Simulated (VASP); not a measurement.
# F2 in VASP: single point with PBE

Aim: the single point of F2 with PBE.

Program: VASP 6.6.1. These are calculated values, not measurements. Logs are shortened: lines on timing, memory, paths and dates and some standing lists are left out, and cuts for length are marked.

## 1. The cell of the first run

The cell holds a molecule in a box, 2 atoms: a = 9.000 Å, b = 9.500 Å, c = 10.000 Å, α = 90.00°, β = 90.00°, γ = 90.00°.

## 2. Single point, PBE

INCAR

```
SYSTEM = F
PREC     = Accurate       ! precision mode
ENCUT    = 1010           ! plane-wave cutoff, eV
EDIFF    = 1E-6           ! SCF threshold, eV
ISMEAR   = -1             ! smearing method
SIGMA    = 0.02           ! smearing width, eV
LREAL    = .False.        ! projectors in reciprocal space
LASPH    = .True.         ! aspherical terms in the spheres
NELM     = 120            ! most SCF steps
ALGO     = Normal         ! electronic algorithm
ISIF     = 2              ! what is computed and relaxed
LWAVE    = .False.        ! write WAVECAR
LCHARG   = .False.        ! write CHGCAR
GGA      = PE             ! functional
NBANDS   = 14             ! bands
GGA_COMPAT= .False.      
NELMDL   = -8
```

KPOINTS

```
regular mesh
0
Gamma
  1 1 1
  0 0 0
```

POSCAR

```
F
1.0
    9.0000000000      0.0000000000      0.0000000000
    0.0000000000      9.5000000000      0.0000000000
    0.0000000000      0.0000000000     10.0000000000
F
2
Direct
    0.5000000000      0.5000000000      0.4292978184
    0.5000000000      0.5000000000      0.5707021816
```

Potentials or basis: VASP PAW PBE potentials, release 64 (F_h).

The run is started by

```sh
$ cat potpaw_PBE.64/F_h/POTCAR > POTCAR
$ mpirun -np 1 vasp_gam > vasp.out
```

OUTCAR:

```text
SYSTEM = F
   PREC = Accurate
   ENCUT = 1010
   EDIFF = 1E-6
   ISMEAR = -1
   LREAL = .False.
   LASPH = .True.
   NELM = 120
   ISIF = 2
   GGA = PE
   NELMDL = -8

 ion  position               nearest neighbor table
   1  0.500  0.500  0.429-   2 1.41
   2  0.500  0.500  0.571-   1 1.41

  LATTYP: Found a simple orthorhombic cell.
 ALAT       =     9.0000000000
 B/A-ratio  =     1.0555555556
 C/A-ratio  =     1.1111111111

  Lattice vectors:

 A1 = (   9.0000000000,   0.0000000000,   0.0000000000)
 A2 = (   0.0000000000,   9.5000000000,   0.0000000000)
 A3 = (   0.0000000000,   0.0000000000,  10.0000000000)

Analysis of symmetry for initial positions (statically):
=====================================================================
 Subroutine PRICEL returns:
 Original cell was already a primitive cell.

 Routine SETGRP: Setting up the symmetry group for a
 simple orthorhombic supercell.

 Subroutine GETGRP returns: Found  8 space group operations
 (whereof  8 operations were pure point group operations)
 out of a pool of  8 trial point group operations.

The static configuration has the point symmetry D_2h.

Analysis of symmetry for dynamics (positions and initial velocities):
=====================================================================
 Subroutine PRICEL returns:
 Original cell was already a primitive cell.

 Routine SETGRP: Setting up the symmetry group for a
 simple orthorhombic supercell.

 Subroutine GETGRP returns: Found  8 space group operations
 (whereof  8 operations were pure point group operations)
 out of a pool of  8 trial point group operations.

The dynamic configuration has the point symmetry D_2h.

 Subroutine INISYM returns: Found  8 space group operations
 (whereof  8 operations are pure point group operations),
 and found     1 'primitive' translations

----------------------------------------------------------------------------------------

                                     Primitive cell

  volume of cell :     855.0000

  direct lattice vectors                    reciprocal lattice vectors
     9.000000000  0.000000000  0.000000000     0.111111111  0.000000000  0.000000000
     0.000000000  9.500000000  0.000000000     0.000000000  0.105263158  0.000000000
     0.000000000  0.000000000 10.000000000     0.000000000  0.000000000  0.100000000

  length of vectors
     9.000000000  9.500000000 10.000000000     0.111111111  0.105263158  0.100000000

  position of ions in fractional coordinates (direct lattice)
     0.500000000  0.500000000  0.429297818
     0.500000000  0.500000000  0.570702182

  ion indices of the primitive-cell ions
   primitive index   ion index
                 1           1
                 2           2

----------------------------------------------------------------------------------------

 KPOINTS: regular mesh

Automatic generation of k-mesh.
 Grid dimensions read from file:
 generate k-points for:    1    1    1

 Generating k-lattice:

  Cartesian coordinates                     Fractional coordinates (reciprocal lattice)
     0.111111111  0.000000000  0.000000000     1.000000000  0.000000000  0.000000000
     0.000000000  0.105263158  0.000000000     0.000000000  1.000000000  0.000000000
     0.000000000  0.000000000  0.100000000     0.000000000  0.000000000  1.000000000

  Length of vectors
     0.111111111  0.105263158  0.100000000

  Shift w.r.t. Gamma in fractional coordinates (k-lattice)
     0.000000000  0.000000000  0.000000000

 Subroutine IBZKPT returns following result:
 ===========================================

 Found      1 irreducible k-points:

 Following reciprocal coordinates:
            Coordinates               Weight
  0.000000  0.000000  0.000000      1.000000
   k-points           NKPTS =      1   k-points in BZ     NKDIM =      1   number of bands    NBANDS=     14
   number of dos      NEDOS =    301   number of ions     NIONS =      2
   total plane-waves  NPLWV = ******
   dimension x,y,z NGX =    96 NGY =   98 NGZ =  108
   dimension x,y,z NGXF=   192 NGYF=  196 NGZF=  216
   ions per type =               2
   NGX,Y,Z   is equivalent  to a cutoff of  17.73, 17.15, 17.95 a.u.
   NGXF,Y,Z  is equivalent  to a cutoff of  35.47, 34.30, 35.91 a.u.
 SYSTEM =  F
   PREC   = accura    normal or accurate (medium, high low for compatibility)
   ISTART =      0    job   : 0-new  1-cont  2-samecut
   ICHARG =      2    charge: 1-file 2-atom 10-const
   ISPIN  =      1    spin polarized calculation?
   LNONCOLLINEAR =      F non collinear calculations
   LSORBIT =      F    spin-orbit coupling
   LASPH  =      T    aspherical Exc in radial PAW
   ENCUT  = 1010.0 eV  74.23 Ry    8.62 a.u.  23.32 24.62 25.91*2*pi/ulx,y,z
   NELM   =    120;   NELMIN=  2; NELMDL= -8     # of ELM steps
   EDIFF  = 0.1E-05   stopping-criterion for ELM
   LREAL  =      F    real-space projection
   EDIFFG = 0.1E-04   stopping-criterion for IOM
   NSW    =      0    number of steps for IOM
   IBRION =     -1    ionic relax: 0-MD 1-quasi-New 2-CG
   NFREE  =      0    steps in history (QN), initial steepest desc. (CG)
   ISIF   =      2    stress and relaxation
   ISYM   =      2    0-nonsym 1-usesym 2-fastsym
   POTIM  = 0.5000    time-step for ionic-motion
   TEBEG  =    0.0;   TEEND  =   0.0 temperature during run
   PSTRESS=    0.0 pullay stress
   NELECT =      14.0000    total number of electrons
   NUPDOWN=      -1.0000    fix difference up-down
   EMIN   =  10.00;   EMAX   =-10.00  energy-range for DOS
   EFERMI =   0.00;   METHOD = LEGACY
   ISMEAR =    -1;   SIGMA  =   0.02  broadening in eV -4-tet -1-fermi 0-gaus
   EFERMI_NEDOS =   21; number of points for ismear=-14 and -15
   IALGO  =     38    algorithm
   IMIX   =      4    mixing-type and parameters
     AMIX     =   0.40;   BMIX     =  1.00
     AMIX_MAG =   1.60;   BMIX_MAG =  1.00
  volume/ion in A,a.u.               =     427.50      2884.91
  Fermi-wavevector in a.u.,A,eV,Ry     =   0.415715  0.785587  2.351342  0.172819
  Thomas-Fermi vector in A             =   1.374838
   LORBIT       =      0    0 simple, 1 ext, 2 COOP (PROOUT), +10 PAW based schemes
   GGA     = PE    functional components
   LHFCALC =     F    Hartree Fock is set to
   AEXX    =    0.0000 exact exchange contribution
   IVDW    =     0    specifies the selected vdW correction
   LEPSILON=     F    determine dielectric tensor
   LRPA    =     F    only Hartree local field effects (RPA)
 non-spin polarized calculation
  energy-cutoff  :     1010.00
  volume of cell :      855.00
 maximum number of plane-waves:     31153
 NGX is ok and might be reduce to    96
   NGX = 47   NGY = 49   NGZ = 51

 number of electron      13.9999998 magnetization

 Free energy of the ion-electron system (eV)
  ---------------------------------------------------
  ext. energy  EPLUGINS =         0.00000000
  ---------------------------------------------------
  free energy    TOTEN  =        -3.69709840 eV

  energy without entropy =       -3.69709840  energy(sigma->0) =       -3.69709840

 E-fermi :  -8.7443     XC(G=0):  -0.6206

 val. band max:       -9.2771465331   @ k =   0.0000   0.0000   0.0000
 cond. band min:      -5.6745298076   @ k =   0.0000   0.0000   0.0000
 fundamental gap:      3.6026167255
 Fermi energy:        -8.7443238580

 k-point     1 :       0.0000    0.0000    0.0000
  band No.  band energies     occupation
      1     -33.8170      2.00000
      2     -27.5550      2.00000
      3     -15.2401      2.00000
      4     -12.6515      2.00000
      5     -12.6515      2.00000
      6      -9.2772      2.00000
      7      -9.2771      2.00000
      8      -5.6745      0.00000
      9      -0.2918      0.00000
     10       1.2074      0.00000
     11       1.2608      0.00000
     12       1.3704      0.00000
     13       1.5356      0.00000
     14       1.5407      0.00000

------------------------ aborting loop because EDIFF is reached ----------------------------------------

  FORCE on cell =-STRESS in cart. coord.  units (eV):
  Direction    XX          YY          ZZ          XY          YZ          ZX
  --------------------------------------------------------------------------------------
  -------------------------------------------------------------------------------------
  Total       -0.0318603     -0.0298908     -0.0140967      0.0000000      0.0000000      0.0000000
  in kB       -0.0597028     -0.0560122     -0.0264157      0.0000000      0.0000000      0.0000000
  external PRESSURE =      -0.0473769 kB  Pullay stress =       0.0000000 kB

 VOLUME and BASIS-vectors are now :
 -----------------------------------------------------------------------------
  energy-cutoff  :     1010.00
  volume of cell :      855.00
      direct lattice vectors                 reciprocal lattice vectors
     9.000000000  0.000000000  0.000000000     0.111111111  0.000000000  0.000000000
     0.000000000  9.500000000  0.000000000     0.000000000  0.105263158  0.000000000
     0.000000000  0.000000000 10.000000000     0.000000000  0.000000000  0.100000000

 POSITION                                       TOTAL-FORCE (eV/Angst)
 -----------------------------------------------------------------------------------
      4.50000      4.75000      4.29298         0.000000     -0.000000     -0.011187
      4.50000      4.75000      5.70702         0.000000      0.000000      0.011187
 -----------------------------------------------------------------------------------
    total drift:                                0.000000      0.000000      0.000000

  FREE ENERGIE OF THE ION-ELECTRON SYSTEM (eV)
  ---------------------------------------------------
  free  energy   TOTEN  =        -3.6970983969 eV

  energy  without entropy=       -3.6970983969  energy(sigma->0) =       -3.69709840
```

Run time: 3.1 min. Hardware: 1 thread of AMD EPYC 7R43 (Zen 3), shared host; peak memory 1.4 GiB.

What came out:

- Free energy: -3.6971 eV
- Largest force: 0.011 eV/Å
- Gap between the frontier levels: 3.60 eV

Forces on the atoms (eV/Å):
```
F    0.000  0.000 -0.011
F    0.000  0.000  0.011
```
